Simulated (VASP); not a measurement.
# PtSe2 (Sudovikovite) (P-3m1) in VASP: further runs

The runs below take PtSe2 (Sudovikovite) through single point, with PBE, PBEsol+U.

All numbers are computed with VASP 6.6.1; they aren't measurements. Logs are shortened: lines on timing, memory, paths and dates and some standing lists are left out, and cuts for length are marked.

**1. The cell of the first run**

It takes space group P-3m1 (No. 164, trigonal). The conventional cell has a = 3.724 Å, b = 3.724 Å, c = 5.062 Å, α = 90.00°, β = 90.00°, γ = 120.00°. Within 3.3 Å of Pt (site symmetry -3m) lie 6 Se at 2.49 Å. Se (site symmetry 3m) has 3 Pt at 2.49 Å within 3.3 Å.

**2. Single point, PBE**

File INCAR:

```
SYSTEM = PtSe2
PREC = Accurate ; ENCUT = 500
EDIFF = 1E-6 ; ISMEAR = -1
SIGMA = 0.02 ; LREAL = .False.
LASPH = .True. ; NELM = 120
ALGO = Normal ; ISIF = 2
LWAVE = .False. ; LCHARG = .True.
GGA = PE ; LELF = .True.
LVHAR = .True. ; NBANDS = 18
GGA_COMPAT = .False.
```

File KPOINTS:

```
regular mesh
0
Gamma
  5 5 3
  0 0 0
```

File POSCAR:

```
PtSe2
1.0
    3.7240000000      0.0000000000      0.0000000000
   -1.8620000000      3.2250786037      0.0000000000
    0.0000000000      0.0000000000      5.0620000000
Pt Se
1 2
Direct
    0.0000000000      0.0000000000      0.0000000000
    0.6666666667      0.3333333333      0.7500000000
    0.3333333333      0.6666666667      0.2500000000
```

Potentials or basis: VASP PAW PBE potentials, release 64 (Pt, Se).

Started as:

```sh
$ cat potpaw_PBE.64/Pt/POTCAR potpaw_PBE.64/Se/POTCAR > POTCAR
$ mpirun -np 1 vasp_std > vasp.out
```

OUTCAR:

```text
SYSTEM = PtSe2
   PREC = Accurate
   ENCUT = 500
   EDIFF = 1E-6
   ISMEAR = -1
   LREAL = .False.
   LASPH = .True.
   NELM = 120
   ISIF = 2
   GGA = PE

 ion  position               nearest neighbor table
   1  0.000  0.000  0.000-   2 2.49   3 2.49   2 2.49   3 2.49   2 2.49   3 2.49
   2  0.667  0.333  0.750-   1 2.49   1 2.49   1 2.49
   3  0.333  0.667  0.250-   1 2.49   1 2.49   1 2.49

  LATTYP: Found a hexagonal cell.
 ALAT       =     3.7240000000
 C/A-ratio  =     1.3592910849

  Lattice vectors:

 A1 = (   3.7240000000,   0.0000000000,   0.0000000000)
 A2 = (  -1.8620000000,   3.2250786037,   0.0000000000)
 A3 = (   0.0000000000,   0.0000000000,   5.0620000000)

Analysis of symmetry for initial positions (statically):
=====================================================================
 Subroutine PRICEL returns:
 Original cell was already a primitive cell.

 Routine SETGRP: Setting up the symmetry group for a
 hexagonal supercell.

 Subroutine GETGRP returns: Found 12 space group operations
 (whereof 12 operations were pure point group operations)
 out of a pool of 24 trial point group operations.

The static configuration has the point symmetry D_3d.

Analysis of symmetry for dynamics (positions and initial velocities):
=====================================================================
 Subroutine PRICEL returns:
 Original cell was already a primitive cell.

 Routine SETGRP: Setting up the symmetry group for a
 hexagonal supercell.

 Subroutine GETGRP returns: Found 12 space group operations
 (whereof 12 operations were pure point group operations)
 out of a pool of 24 trial point group operations.

The dynamic configuration has the point symmetry D_3d.

 Subroutine INISYM returns: Found 12 space group operations
 (whereof 12 operations are pure point group operations),
 and found     1 'primitive' translations

----------------------------------------------------------------------------------------

                                     Primitive cell

  volume of cell :      60.7956

  direct lattice vectors                    reciprocal lattice vectors
     3.724000000  0.000000000  0.000000000     0.268528464  0.155034981  0.000000000
    -1.862000000  3.225078604  0.000000000     0.000000000  0.310069962  0.000000000
     0.000000000  0.000000000  5.062000000     0.000000000  0.000000000  0.197550375

  length of vectors
     3.724000000  3.724000000  5.062000000     0.310069962  0.310069962  0.197550375

  position of ions in fractional coordinates (direct lattice)
     0.000000000  0.000000000  0.000000000
     0.666666667  0.333333333  0.750000000
     0.333333333  0.666666667  0.250000000

  ion indices of the primitive-cell ions
   primitive index   ion index
                 1           1
                 2           2
                 3           3

----------------------------------------------------------------------------------------

 KPOINTS: regular mesh

Automatic generation of k-mesh.
 Grid dimensions read from file:
 generate k-points for:    5    5    3

 Generating k-lattice:

  Cartesian coordinates                     Fractional coordinates (reciprocal lattice)
     0.053705693  0.031006996  0.000000000     0.200000000  0.000000000  0.000000000
     0.000000000  0.062013992  0.000000000     0.000000000  0.200000000  0.000000000
     0.000000000  0.000000000  0.065850125     0.000000000  0.000000000  0.333333333

  Length of vectors
     0.062013992  0.062013992  0.065850125

  Shift w.r.t. Gamma in fractional coordinates (k-lattice)
     0.000000000  0.000000000  0.000000000

 Subroutine IBZKPT returns following result:
 ===========================================

 Found     12 irreducible k-points:

 Following reciprocal coordinates:
            Coordinates               Weight
  0.000000  0.000000  0.000000      1.000000
  0.200000  0.000000  0.000000      6.000000
  0.400000 -0.000000  0.000000      6.000000
  0.200000  0.200000  0.000000      6.000000
  0.400000  0.200000  0.000000      6.000000
  0.000000  0.000000  0.333333      2.000000
  0.200000  0.000000  0.333333      6.000000
  0.000000  0.200000  0.333333      6.000000
  0.400000 -0.000000  0.333333      6.000000
  0.000000  0.400000  0.333333      6.000000
  0.200000  0.200000  0.333333     12.000000
  0.400000  0.200000  0.333333     12.000000
   k-points           NKPTS =     12   k-points in BZ     NKDIM =     12   number of bands    NBANDS=     18
   number of dos      NEDOS =    301   number of ions     NIONS =      3
   total plane-waves  NPLWV =  31360
   dimension x,y,z NGX =    28 NGY =   28 NGZ =   40
   dimension x,y,z NGXF=    56 NGYF=   56 NGZF=   80
   ions per type =               1   2
   NGX,Y,Z   is equivalent  to a cutoff of  12.50, 12.50, 13.14 a.u.
   NGXF,Y,Z  is equivalent  to a cutoff of  25.00, 25.00, 26.27 a.u.
 SYSTEM =  PtSe2
   PREC   = accura    normal or accurate (medium, high low for compatibility)
   ISTART =      0    job   : 0-new  1-cont  2-samecut
   ICHARG =      2    charge: 1-file 2-atom 10-const
   ISPIN  =      1    spin polarized calculation?
   LNONCOLLINEAR =      F non collinear calculations
   LSORBIT =      F    spin-orbit coupling
   LASPH  =      T    aspherical Exc in radial PAW
   ENCUT  =  500.0 eV  36.75 Ry    6.06 a.u.   6.79  6.79  9.23*2*pi/ulx,y,z
   NELM   =    120;   NELMIN=  2; NELMDL= -5     # of ELM steps
   EDIFF  = 0.1E-05   stopping-criterion for ELM
   LREAL  =      F    real-space projection
   EDIFFG = 0.1E-04   stopping-criterion for IOM
   NSW    =      0    number of steps for IOM
   IBRION =     -1    ionic relax: 0-MD 1-quasi-New 2-CG
   NFREE  =      0    steps in history (QN), initial steepest desc. (CG)
   ISIF   =      2    stress and relaxation
   ISYM   =      2    0-nonsym 1-usesym 2-fastsym
   POTIM  = 0.5000    time-step for ionic-motion
   TEBEG  =    0.0;   TEEND  =   0.0 temperature during run
   PSTRESS=    0.0 pullay stress
   NELECT =      22.0000    total number of electrons
   NUPDOWN=      -1.0000    fix difference up-down
   EMIN   =  10.00;   EMAX   =-10.00  energy-range for DOS
   EFERMI =   0.00;   METHOD = LEGACY
   ISMEAR =    -1;   SIGMA  =   0.02  broadening in eV -4-tet -1-fermi 0-gaus
   EFERMI_NEDOS =   21; number of points for ismear=-14 and -15
   IALGO  =     38    algorithm
   IMIX   =      4    mixing-type and parameters
     AMIX     =   0.40;   BMIX     =  1.00
     AMIX_MAG =   1.60;   BMIX_MAG =  1.00
  volume/ion in A,a.u.               =      20.27       136.76
  Fermi-wavevector in a.u.,A,eV,Ry     =   1.166608  2.204570 18.517184  1.360975
  Thomas-Fermi vector in A             =   2.303119
   LORBIT       =      0    0 simple, 1 ext, 2 COOP (PROOUT), +10 PAW based schemes
   GGA     = PE    functional components
   LHFCALC =     F    Hartree Fock is set to
   AEXX    =    0.0000 exact exchange contribution
   IVDW    =     0    specifies the selected vdW correction
   LEPSILON=     F    determine dielectric tensor
   LRPA    =     F    only Hartree local field effects (RPA)
 non-spin polarized calculation
  energy-cutoff  :      500.00
  volume of cell :       60.80
 maximum number of plane-waves:      1556
 NGX is ok and might be reduce to    28
   NGX = 13   NGY = 13   NGZ = 19

 number of electron      21.9999999 magnetization

 Free energy of the ion-electron system (eV)
  ---------------------------------------------------
  ext. energy  EPLUGINS =         0.00000000
  ---------------------------------------------------
  free energy    TOTEN  =       -14.20792522 eV

  energy without entropy =      -14.20647940  energy(sigma->0) =      -14.20720231

 E-fermi :   6.7711     XC(G=0): -10.6355

 val. band max:        6.1895763318   @ k =   0.0000   0.2000   0.3333
 cond. band min:       6.8032889258   @ k =   0.4000   0.2000   0.0000
 fundamental gap:      0.6137125940
 Fermi energy:         6.7710790266

 k-point     1 :       0.0000    0.0000    0.0000
  band No.  band energies     occupation
      1      -9.1834      2.00000
      2      -6.3632      2.00000
      3      -0.6653      2.00000
      4       0.0520      2.00000
      5       0.0520      2.00000
      6       2.5150      2.00000
[... 10 lines left out ...]
     17      13.8145      0.00000
     18      18.3475      0.00000

 k-point     2 :       0.2000    0.0000    0.0000
  band No.  band energies     occupation
      1      -8.7504      2.00000
      2      -6.5499      2.00000
      3      -0.1680      2.00000
      4       0.3172      2.00000
      5       0.3735      2.00000
      6       1.7559      2.00000
[... 10 lines left out ...]
     17      14.8904      0.00000
     18      15.2087      0.00000

 k-point     3 :       0.4000   -0.0000    0.0000
  band No.  band energies     occupation
      1      -7.7510      2.00000
      2      -6.9746      2.00000
      3      -0.4801      2.00000
      4       0.6833      2.00000
      5       0.9989      2.00000
      6       1.6917      2.00000
[... 10 lines left out ...]
     17      14.0723      0.00000
     18      16.4563      0.00000

 k-point     4 :       0.2000    0.2000    0.0000
  band No.  band energies     occupation
      1      -8.0301      2.00000
      2      -6.8159      2.00000
      3       0.3310      2.00000
      4       0.5036      2.00000
      5       0.6736      2.00000
      6       1.1176      2.00000
[... 10 lines left out ...]
     17      15.1522      0.00000
     18      15.2414      0.00000

 k-point     5 :       0.4000    0.2000    0.0000
  band No.  band energies     occupation
      1      -7.2782      2.00000
      2      -7.1633      2.00000
      3      -0.5661      2.00000
      4       0.4527      2.00000
      5       0.9884      2.00000
      6       1.5768      2.00000
[... 10 lines left out ...]
     17      15.8296      0.00000
     18      16.5225      0.00000

 k-point     6 :       0.0000    0.0000    0.3333
  band No.  band energies     occupation
      1      -8.8122      2.00000
      2      -7.1430      2.00000
      3       0.0916      2.00000
      4       0.0916      2.00000
      5       0.5447      2.00000
      6       2.4913      2.00000
[... 10 lines left out ...]
     17      13.4582      0.00000
     18      16.2261      0.00000

 k-point     7 :       0.2000    0.0000    0.3333
  band No.  band energies     occupation
      1      -8.3894      2.00000
      2      -7.1524      2.00000
      3      -0.1859      2.00000
      4       0.3705      2.00000
      5       0.9755      2.00000
      6       1.8590      2.00000
[... 10 lines left out ...]
     17      14.4077      0.00000
     18      15.2551      0.00000

 k-point     8 :       0.0000    0.2000    0.3333
  band No.  band energies     occupation
      1      -8.4174      2.00000
      2      -7.0985      2.00000
      3      -0.2759      2.00000
      4       0.2847      2.00000
      5       0.9416      2.00000
      6       1.6857      2.00000
[... 10 lines left out ...]
     17      15.2836      0.00000
     18      15.6670      0.00000

 k-point     9 :       0.4000   -0.0000    0.3333
  band No.  band energies     occupation
      1      -7.4270      2.00000
      2      -7.2886      2.00000
      3      -0.6294      2.00000
      4       0.5897      2.00000
      5       0.6636      2.00000
      6       1.7028      2.00000
[... 10 lines left out ...]
     17      15.8024      0.00000
     18      15.9535      0.00000

 k-point    10 :       0.0000    0.4000    0.3333
  band No.  band energies     occupation
      1      -7.6776      2.00000
      2      -6.9731      2.00000
      3      -0.9039      2.00000
      4       0.3224      2.00000
      5       0.5194      2.00000
      6       2.0744      2.00000
[... 10 lines left out ...]
     17      15.8552      0.00000
     18      16.6476      0.00000

 k-point    11 :       0.2000    0.2000    0.3333
  band No.  band energies     occupation
      1      -7.7646      2.00000
      2      -7.1112      2.00000
      3      -0.1237      2.00000
      4       0.0214      2.00000
      5       0.9344      2.00000
      6       1.5283      2.00000
[... 10 lines left out ...]
     17      14.5906      0.00000
     18      16.0962      0.00000

 k-point    12 :       0.4000    0.2000    0.3333
  band No.  band energies     occupation
      1      -7.2931      2.00000
      2      -7.0913      2.00000
      3      -0.6282      2.00000
      4       0.2192      2.00000
      5       0.9959      2.00000
      6       1.5638      2.00000
[... 10 lines left out ...]
     17      15.0049      0.00000
     18      16.0677      0.00000

------------------------ aborting loop because EDIFF is reached ----------------------------------------

  FORCE on cell =-STRESS in cart. coord.  units (eV):
  Direction    XX          YY          ZZ          XY          YZ          ZX
  --------------------------------------------------------------------------------------
  -------------------------------------------------------------------------------------
  Total        3.0702388      3.0702388      2.0652945      0.0000000      0.0000000     -0.0000000
  in kB       80.9115685     80.9115685     54.4277591      0.0000000      0.0000000     -0.0000000
  external PRESSURE =      72.0836320 kB  Pullay stress =       0.0000000 kB

 VOLUME and BASIS-vectors are now :
 -----------------------------------------------------------------------------
  energy-cutoff  :      500.00
  volume of cell :       60.80
      direct lattice vectors                 reciprocal lattice vectors
     3.724000000  0.000000000  0.000000000     0.268528464  0.155034981  0.000000000
    -1.862000000  3.225078604  0.000000000     0.000000000  0.310069962  0.000000000
     0.000000000  0.000000000  5.062000000     0.000000000  0.000000000  0.197550375

 POSITION                                       TOTAL-FORCE (eV/Angst)
 -----------------------------------------------------------------------------------
      0.00000      0.00000      0.00000        -0.000000      0.000000      0.000000
      1.86200      1.07503      3.79650        -0.000000      0.000000     -0.522708
     -0.00000      2.15005      1.26550         0.000000      0.000000      0.522708
 -----------------------------------------------------------------------------------
    total drift:                               -0.000000     -0.000000     -0.000000

  FREE ENERGIE OF THE ION-ELECTRON SYSTEM (eV)
  ---------------------------------------------------
  free  energy   TOTEN  =       -14.2079252199 eV

  energy  without entropy=      -14.2064793984  energy(sigma->0) =      -14.20720231
```

It took 14 s on 1 thread of Intel Xeon Platinum 8259CL at 2.50GHz (Skylake/Cascade Lake), shared host; peak memory 0.18 GiB.

What came out:

```
Free energy            : -14.2079 eV
Pressure               : 7.2 GPa
Largest force          : 0.523 eV/Å
Band gap on the k mesh : zero (band 11 reaches 6.94 eV, above the bottom of band 12 at 6.80 eV)
```

Forces on the atoms (eV/Å):
```
Pt   0.000  0.000  0.000
Se   0.000  0.000 -0.523
Se   0.000  0.000  0.523
```

Stress tensor (GPa, compression positive):
```
8.09 0.00 0.00
0.00 8.09 0.00
0.00 0.00 5.44
```

Caveat: the k points lie up to 0.41 Å⁻¹ apart; spin-orbit coupling is left out, which moves the levels of the heavy elements.

(Continued in part 2 of 2.)
